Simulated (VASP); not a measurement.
Here is a VASP 6.6.1 calculation.

File INCAR:

```
  ALGO = Fast
  EDIFF = 1E-6
  ENCUT = 520
  GGA = PE
  ISIF = 2
  ISMEAR = 0
  LASPH = T
  LCHARG = T
  LELF = T
  LREAL = F
  LVHAR = T
  LWAVE = F
  NBANDS = 22
  NELM = 60
  PREC = Accurate
  SIGMA = 0.1
```

Contents of KPOINTS:

```
k-points
0
Gamma
  3 3 6
```

POSCAR

```
Cs2Zn
1.0
    7.0185459484      0.0000000000      0.0000000000
   -3.5092729743      6.0782390890      0.0000000000
    0.0000000000      0.0000000000      4.6937101941
Cs Zn
2 1
Direct
    0.3333333333      0.6666666667      0.5000000000
    0.6666666667      0.3333333333      0.5000000000
    0.0000000000      0.0000000000      0.0000000000
```

Potentials or basis: VASP PAW PBE potentials, release 64 (Cs_sv, Zn).

Launch:

```console
$ cat potpaw_PBE.64/Cs_sv/POTCAR potpaw_PBE.64/Zn/POTCAR > POTCAR
$ mpirun -np 1 vasp_std > vasp.out
```

Predict the pressure.

0.0 GPa.

Predict the band gap on the k mesh.

zero (bands 15 and 16 overlap by 1.02 eV).

Caveat: spin-orbit coupling is left out, which moves the levels of the heavy elements.
